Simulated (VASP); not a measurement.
A run of VASP 6.6.1 is set up as follows.

Contents of INCAR:

```
PREC = Accurate
ENCUT = 400
EDIFF = 1E-8
ISMEAR = -1
SIGMA = 0.03
LREAL = False
LASPH = True
NELM = 120
ALGO = Normal
ISIF = 2
LWAVE = False
LCHARG = False
GGA = PE
LEFG = True
NBANDS = 18
GGA_COMPAT = False
```

File KPOINTS:

```
regular mesh
0
Gamma
  10 10 10
```

POSCAR

```
BiTe
1.0
    0.0000000000      3.2984474805      3.2984474805
    3.2984474805      0.0000000000      3.2984474805
    3.2984474805      3.2984474805      0.0000000000
Bi Te
1 1
Direct
    0.0000000000      0.0000000000      0.0000000000
    0.5000000000      0.5000000000      0.5000000000
```

Potentials or basis: VASP PAW PBE potentials, release 64 (Bi_d, Te).

Command:

```console
$ cat potpaw_PBE.64/Bi_d/POTCAR potpaw_PBE.64/Te/POTCAR > POTCAR
$ mpirun -np 1 vasp_std > vasp.out
```

**Question.** Predict the pressure.

**Answer.** -1.9 GPa.

**Question.** Estimate the band gap on the k mesh.

**Answer.** Zero (an odd number of electrons rules out a gap without spin polarisation).

Caveat: spin-orbit coupling is left out, which moves the levels of the heavy elements.
